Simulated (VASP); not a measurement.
A run of VASP 6.6.1:

The input INCAR:

```
SYSTEM = GaAs
PREC = Accurate
ENCUT = 520
EDIFF = 1E-6
ISMEAR = -1
SIGMA = 0.02
LREAL = .FALSE.
LASPH = .TRUE.
NELM = 60
ALGO = Normal
ISIF = 2
LWAVE = .FALSE.
LCHARG = .FALSE.
GGA = PS
NBANDS = 16
```

File KPOINTS:

```
regular mesh
0
G
  5 5 5
  0 0 0
```

File POSCAR:

```
GaAs
1.0
    0.0000000000      2.6645247171      2.6645247171
    2.6645247171      0.0000000000      2.6645247171
    2.6645247171      2.6645247171      0.0000000000
Ga As
1 1
Direct
    0.0000000000      0.0000000000      0.0000000000
    0.5000000000      0.5000000000      0.5000000000
```

Potentials or basis: VASP PAW PBE potentials, release 64 (Ga_d, As).

Run with:

```console
$ cat potpaw_PBE.64/Ga_d/POTCAR potpaw_PBE.64/As/POTCAR > POTCAR
$ mpirun -np 1 vasp_std > vasp.out
```

Hardware: 1 thread of Intel Xeon 6975P-C, on a shared host.

Question: Estimate the wall time of this run.

Answer: It took 12 s on 1 thread of Intel Xeon 6975P-C, on a shared host, peak memory 0.15 GiB. Counts: scf iterations 13, k points 10.
